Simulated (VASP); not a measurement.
AgO2 (fluorite type): single point with r2SCAN

Crystal: AgO2 (fluorite type).

```
Ag O
1.0
     0.00000    2.58952    2.58952
     2.58952    0.00000    2.58952
     2.58952    2.58952    0.00000
Ag O
1 2
Direct
  0.00000 0.00000 0.00000
  0.25000 0.25000 0.25000
  0.75000 0.75000 0.75000
```

- Program: VASP 6.6.1
- Task: single point
- Functional: r2SCAN
- Potentials or basis: VASP PAW PBE potentials, release 64 (Ag, O)
- Cutoff: 520 eV
- k mesh: 11 × 11 × 11
- Occupations: fermi-dirac, width 0.1 eV
- Spin: no spin polarisation
- Dipole correction: no
- Further INCAR settings: ALGO = Normal; EDIFF = 1e-06; NBANDS = 18

- Pressure: -6.4 GPa
- Band gap on the k mesh: zero (an odd number of electrons rules out a gap without spin polarisation)

Levels at points of the mesh, in eV from the Fermi level:
```
           k point  band 8  band 9  band 10  band 11  band 12  band 13  band 14  band 15
(0.00, 0.00, 0.00)   -1.27   -1.27    -1.27     0.30     0.30     0.30     5.05    12.61
```

Wall time 2.2 min on 1 thread of Intel(R) Xeon(R) Platinum 8488C (Sapphire Rapids) (shared host), peak memory 0.18 GiB.

Caveat: the cell stands under tension; the PAW data sets were made with another functional, which shifts forces and pressure a little; an odd number of electrons without spin polarisation forces a metal; a magnetic or distorted state may lie lower.
